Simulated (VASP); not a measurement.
# Fe2Pt (P-3m1) in VASP: notebook, part 2 of 2

VASP 6.6.1.

## 4. Relaxation of cell and atoms, PBE, collinear spin, ferromagnetic start

INCAR reads:

```
PREC     = Accurate       # precision mode
ENCUT    = 600            # plane-wave cutoff, eV
EDIFF    = 1E-6           # SCF threshold, eV
ISMEAR   = 0              # smearing method
SIGMA    = 0.1            # smearing width, eV
LREAL    = F              # projectors in reciprocal space
LASPH    = T              # aspherical terms in the spheres
NELM     = 150            # most SCF steps
ALGO     = Normal         # electronic algorithm
ISIF     = 3              # what is computed and relaxed
LWAVE    = F              # write WAVECAR
LCHARG   = F              # write CHGCAR
ISPIN    = 2              # spin polarisation
MAGMOM   = 4 4 0          # initial moments
LORBIT   = 11             # projections on sites
LMAXMIX  = 4              # l up to which the mixer works
GGA      = PE             # functional
IBRION   = 2              # ionic algorithm
NSW      = 90             # ionic steps
EDIFFG   = -0.04          # ionic threshold
```

KPOINTS reads:

```
Automatic mesh
0
Gamma
  6 6 6
```

POSCAR reads:

```
Fe2Pt
1.0
    4.1810489600      0.0000000000      0.0000000000
   -2.0905244800      3.6208946200      0.0000000000
    0.0000000000      0.0000000000      2.5603591400
Fe Pt
2 1
Direct
    0.3333333300      0.6666666700      0.3333333300
    0.6666666700      0.3333333300      0.6666666700
    0.0000000000      0.0000000000      0.0000000000
```

Potentials or basis: VASP PAW PBE potentials, release 64 (Fe, Pt).

Run with:

```bash
$ cat potpaw_PBE.64/Fe/POTCAR potpaw_PBE.64/Pt/POTCAR > POTCAR
$ mpirun -np 1 vasp_std > vasp.out
```

OUTCAR:

```text
PREC = Accurate
   ENCUT = 600
   EDIFF = 1E-6
   ISMEAR = 0
   LREAL = F
   LASPH = T
   NELM = 150
   ISIF = 3
   ISPIN = 2
   LORBIT = 11
   GGA = PE
   IBRION = 2
   NSW = 90
   EDIFFG = -0.04

 ion  position               nearest neighbor table
   1  0.333  0.667  0.333-   3 2.56   2 2.56   2 2.56   3 2.56   3 2.56   2 2.56   2 2.96   2 2.96
                             3 2.96   3 2.96   3 2.96   2 2.96
   2  0.667  0.333  0.667-   3 2.56   1 2.56   1 2.56   3 2.56   3 2.56   1 2.56   1 2.96   1 2.96
                             3 2.96   3 2.96   3 2.96   1 2.96
   3  0.000  0.000  0.000-   1 2.56   2 2.56   2 2.56   1 2.56   2 2.56   1 2.56   2 2.96   1 2.96
                             2 2.96   1 2.96   2 2.96   1 2.96

  LATTYP: Found a hexagonal cell.
 ALAT       =     4.1810489600
 C/A-ratio  =     0.6123724368

  Lattice vectors:

 A1 = (   4.1810489600,   0.0000000000,   0.0000000000)
 A2 = (  -2.0905244800,   3.6208946200,   0.0000000000)
 A3 = (   0.0000000000,   0.0000000000,   2.5603591400)

Analysis of symmetry for initial positions (statically):
=====================================================================
 Subroutine PRICEL returns:
 Original cell was already a primitive cell.

 Routine SETGRP: Setting up the symmetry group for a
 hexagonal supercell.

 Subroutine GETGRP returns: Found 12 space group operations
 (whereof 12 operations were pure point group operations)
 out of a pool of 24 trial point group operations.

The static configuration has the point symmetry D_3d.

Analysis of symmetry for dynamics (positions and initial velocities):
=====================================================================
 Subroutine PRICEL returns:
 Original cell was already a primitive cell.

 Routine SETGRP: Setting up the symmetry group for a
 hexagonal supercell.

 Subroutine GETGRP returns: Found 12 space group operations
 (whereof 12 operations were pure point group operations)
 out of a pool of 24 trial point group operations.

The dynamic configuration has the point symmetry D_3d.

Analysis of structural, dynamic, and magnetic symmetry:
=====================================================================
 Subroutine PRICEL returns:
 Original cell was already a primitive cell.

 Routine SETGRP: Setting up the symmetry group for a
 hexagonal supercell.

 Subroutine GETGRP returns: Found 12 space group operations
 (whereof 12 operations were pure point group operations)
 out of a pool of 24 trial point group operations.

The overall configuration has the point symmetry D_3d.

 Subroutine INISYM returns: Found 12 space group operations
 (whereof 12 operations are pure point group operations),
 and found     1 'primitive' translations

----------------------------------------------------------------------------------------

                                     Primitive cell

  volume of cell :      38.7616

  direct lattice vectors                    reciprocal lattice vectors
     4.181048960  0.000000000  0.000000000     0.239174430  0.138087421  0.000000000
    -2.090524480  3.620894620  0.000000000     0.000000000  0.276174842  0.000000000
     0.000000000  0.000000000  2.560359140     0.000000000  0.000000000  0.390570207

  length of vectors
[... 85 lines left out ...]
   LREAL  =      F    real-space projection
   EDIFFG = -.4E-01   stopping-criterion for IOM
   NSW    =     90    number of steps for IOM
   IBRION =      2    ionic relax: 0-MD 1-quasi-New 2-CG
   NFREE  =      1    steps in history (QN), initial steepest desc. (CG)
   ISIF   =      3    stress and relaxation
   ISYM   =      2    0-nonsym 1-usesym 2-fastsym
   POTIM  = 0.5000    time-step for ionic-motion
   TEBEG  =    0.0;   TEEND  =   0.0 temperature during run
   PSTRESS=    0.0 pullay stress
   NELECT =      26.0000    total number of electrons
   NUPDOWN=      -1.0000    fix difference up-down
   EMIN   =  10.00;   EMAX   =-10.00  energy-range for DOS
   EFERMI =   0.00;   METHOD = LEGACY
   ISMEAR =     0;   SIGMA  =   0.10  broadening in eV -4-tet -1-fermi 0-gaus
   EFERMI_NEDOS =   21; number of points for ismear=-14 and -15
   IALGO  =     38    algorithm
   IMIX   =      4    mixing-type and parameters
     AMIX     =   0.40;   BMIX     =  1.00
     AMIX_MAG =   1.60;   BMIX_MAG =  1.00
  volume/ion in A,a.u.               =      12.92        87.19
  Fermi-wavevector in a.u.,A,eV,Ry     =   1.433063  2.708096 27.941869  2.053669
  Thomas-Fermi vector in A             =   2.552622
   LORBIT       =     11    0 simple, 1 ext, 2 COOP (PROOUT), +10 PAW based schemes
   GGA     = PE    functional components
   LHFCALC =     F    Hartree Fock is set to
   AEXX    =    0.0000 exact exchange contribution
   IVDW    =     0    specifies the selected vdW correction
   LEPSILON=     F    determine dielectric tensor
   LRPA    =     F    only Hartree local field effects (RPA)
 conjugate gradient relaxation of ions
 spin polarized calculation
 Gauss-broadening in eV      SIGMA  =   0.10
  energy-cutoff  :      600.00
  volume of cell :       38.76
 maximum number of plane-waves:      1311
 NGX is ok and might be reduce to    36
   NGX = 17   NGY = 17   NGZ = 11

--------------------------------------- Ionic step        1  -------------------------------------------

 number of electron      26.0000007 magnetization       6.0286969

 Free energy of the ion-electron system (eV)
  ---------------------------------------------------
  ext. energy  EPLUGINS =         0.00000000
  ---------------------------------------------------
  free energy    TOTEN  =       -22.66518416 eV

  energy without entropy =      -22.64863460  energy(sigma->0) =      -22.65690938

------------------------ aborting loop because EDIFF is reached ----------------------------------------

  FORCE on cell =-STRESS in cart. coord.  units (eV):
  Direction    XX          YY          ZZ          XY          YZ          ZX
  --------------------------------------------------------------------------------------
  -------------------------------------------------------------------------------------
  Total        1.7349508      1.7349508      4.0535462      0.0000000      0.0000000      0.0000000
  in kB       71.7126429     71.7126431    167.5497121      0.0000000      0.0000000      0.0000000
  external PRESSURE =     103.6583327 kB  Pullay stress =       0.0000000 kB
[... 92 lines left out ...]
  FREE ENERGIE OF THE ION-ELECTRON SYSTEM (eV)
  ---------------------------------------------------
  free  energy   TOTEN  =       -22.7541911147 eV

  energy  without entropy=      -22.7381534880  energy(sigma->0) =      -22.74617230

[... ionic steps 4 to 7 ...]

--------------------------------------- Ionic step        8  -------------------------------------------

 number of electron      25.9999991 magnetization       5.9838183

------------------------ aborting loop because EDIFF is reached ----------------------------------------
[... 69 lines left out ...]
--------------------------------------- Ionic step       10  -------------------------------------------

 number of electron      25.9999991 magnetization       5.9720238

 Free energy of the ion-electron system (eV)
  ---------------------------------------------------
  ext. energy  EPLUGINS =         0.00000000
  ---------------------------------------------------
  free energy    TOTEN  =       -22.82450104 eV

  energy without entropy =      -22.81267101  energy(sigma->0) =      -22.81858602

 E-fermi :   7.6382     XC(G=0): -12.8935

 val. band max:        7.6297886658   @ k =   0.0000   0.0000   0.0000
 cond. band min:       7.6516533351   @ k =   0.3333   0.3333   0.3333
 fundamental gap:      0.0218646693
 Fermi energy:         7.6381543163

 spin component 1

 k-point     1 :       0.0000    0.0000    0.0000
  band No.  band energies     occupation
      1      -1.6055      1.00000
      2       1.6531      1.00000
      3       3.1593      1.00000
      4       3.1593      1.00000
      5       4.2414      1.00000
      6       4.2886      1.00000
[... 565 lines left out ...]
     20      17.0218      0.00000
     21      17.5813      0.00000

 [... further k-points ...]

 spin component 2

 k-point     1 :       0.0000    0.0000    0.0000
  band No.  band energies     occupation
      1      -1.4387      1.00000
      2       2.0327      1.00000
      3       3.4809      1.00000
      4       3.4809      1.00000
      5       5.8475      1.00000
      6       5.8475      1.00000
[... 597 lines left out ...]
  FREE ENERGIE OF THE ION-ELECTRON SYSTEM (eV)
  ---------------------------------------------------
  free  energy   TOTEN  =       -22.8245010393 eV

  energy  without entropy=      -22.8126710061  energy(sigma->0) =      -22.81858602

 reached required accuracy - stopping structural energy minimisation

 total charge

# of ion       s       p       d       tot
------------------------------------------
    1        0.421   0.451   6.179   7.051
    2        0.421   0.451   6.179   7.051
    3        0.729   0.682   8.008   9.420
--------------------------------------------------
tot          1.571   1.585  20.366  23.523

 magnetization (x)

# of ion       s       p       d       tot
------------------------------------------
    1        0.003  -0.020   2.783   2.766
    2        0.003  -0.020   2.783   2.766
    3       -0.015  -0.087   0.515   0.413
--------------------------------------------------
tot         -0.010  -0.126   6.081   5.945
```

It took 8.9 min on 1 thread of Oxide Virtual Turin-like, shared host; peak memory 0.2 GiB.

Results:

- Free energy: -22.8245 eV
- Relaxed volume: 13.38 Å³/atom
- Relaxed cell: a = 4.188 Å, b = 4.188 Å, c = 2.644 Å, α = 90.00°, β = 90.00°, γ = 120.00°
- Space group after relaxing (to 0.05 Å): P-3m1 (No. 164)
- Energy gained by relaxing: 53.1 meV/atom
- Ionic steps: 10
- Pressure after relaxing: 0.0 GPa
- Largest force after relaxing: 0.006 eV/Å
- Band gap on the k mesh: zero (filled and empty bands overlap)
- Net moment: 5.97 μB per cell
- Site moments: Fe +2.77; Pt +0.41 μB
- Valence electrons inside the program's atomic spheres: Fe 7.05; Pt 9.42

Forces on the atoms (eV/Å):
```
Fe   0.000  0.000  0.006
Fe   0.000  0.000 -0.006
Pt   0.000  0.000  0.000
```

Stress tensor (GPa, compression positive):
```
-0.01  0.00  0.00
 0.00 -0.01  0.00
 0.00  0.00  0.16
```

Step by step:
```csv
step,energy change (eV),largest force (eV/Å),pressure (GPa),volume (Å³)
1,0.0000,0.6796,10.37,38.76
2,0.0206,0.3064,-12.09,43.62
3,-0.0890,0.4835,-1.70,40.95
4,-0.1149,0.4209,-0.86,40.64
5,-0.1341,0.2912,0.92,40.11
6,-0.1519,0.1523,0.06,40.21
7,-0.1587,0.0159,-0.79,40.33
8,-0.1588,0.0097,-0.84,40.34
9,-0.1589,0.0023,0.82,39.98
10,-0.1593,0.0057,0.04,40.15
```

Final structure:
```
CELL_PARAMETERS angstrom
4.18750 0.00000 0.00000
-2.09375 3.62648 0.00000
0.00000 0.00000 2.64378
ATOMIC_POSITIONS crystal
Fe 0.33333 0.66667 0.38697
Fe 0.66667 0.33333 0.61303
Pt 0.00000 0.00000 0.00000
```

Caveat: the k points lie up to 0.40 Å⁻¹ apart in the final cell; spin-orbit coupling is left out, which moves the levels of the heavy elements.

## 5. Overview

```csv
task,cell,cutoff (eV),gap on the mesh (eV),pressure (GPa),moment (μB),largest force (eV/Å)
single point,"a = 4.181, b = 4.181, c = 2.560 Å, angles 90.0, 90.0, 120.0°, 3 atoms",520,none,10.4,6.03,0.68
single point,"a = 4.186, b = 4.186, c = 2.648 Å, angles 90.0, 90.0, 120.0°, 3 atoms",520,none,-0.2,5.98,0.01
relaxation of cell and atoms,"relaxed from a = 4.181, b = 4.181, c = 2.560 Å, angles 90.0, 90.0, 120.0°, 3 atoms",600,none,0.0,5.97,0.01
```

Alike in all rows: level PBE; potentials or basis VASP PAW PBE potentials, release 64 (Fe, Pt); spin collinear, ferromagnetic start; k mesh 6 × 6 × 6; smearing gaussian 0.1 eV.

Caveats: all runs use coarse meshes; spin-orbit coupling is left out, which moves the levels of the heavy elements.

Total energies depend on the potentials used, so only differences within one code and one set of settings carry meaning.
